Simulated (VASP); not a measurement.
A run of VASP 6.6.1 is set up as follows.

POSCAR

```
NaMgBr3
1.0
    5.2688032125      0.0000000000      0.0000000000
    0.0000000000      5.2688032125      0.0000000000
    0.0000000000      0.0000000000      5.2688032125
Na Mg Br
1 1 3
Direct
    0.0000000000      0.0000000000      0.0000000000
    0.5000000000      0.5000000000      0.5000000000
    0.5000000000      0.5000000000      0.0000000000
    0.5000000000      0.0000000000      0.5000000000
    0.0000000000      0.5000000000      0.5000000000
```

File INCAR.step1:

```
PREC = Accurate ; ENCUT = 520
ISMEAR = 0 ; SIGMA = 0.01
LREAL = F ; LASPH = T
NELM = 100 ; NBANDS = 23
GGA = PE ; ALGO = Normal
EDIFF = 1E-4 ; LWAVE = T
LCHARG = F
```

The input INCAR.step2:

```
PREC = Accurate ; ENCUT = 520
EDIFF = 1E-6 ; ISMEAR = 0
SIGMA = 0.01 ; LREAL = F
LASPH = T ; NELM = 100
ALGO = Normal ; ISIF = 2
LWAVE = F ; LCHARG = F
METAGGA = R2SCAN ; LMIXTAU = T
NBANDS = 23 ; ISTART = 1
```

KPOINTS

```
regular mesh
0
Gamma
  4 4 4
```

Potentials or basis: VASP PAW PBE potentials, release 64 (Na_pv, Mg, Br).

Launch:

```console
$ cat potpaw_PBE.64/Na_pv/POTCAR potpaw_PBE.64/Mg/POTCAR potpaw_PBE.64/Br/POTCAR > POTCAR
$ cp INCAR.step1 INCAR
$ mpirun -np 1 vasp_std > vasp.out
$ cp INCAR.step2 INCAR
$ mpirun -np 1 vasp_std > vasp.out
```

Task: Estimate the pressure.

Result: -0.1 GPa.

Task: Estimate the band gap on the k mesh.

Result: 3.63 eV (least direct gap 4.19 eV).

Caveat: the PAW data sets were made with another functional, which shifts forces and pressure a little. A k mesh can miss the band edges.
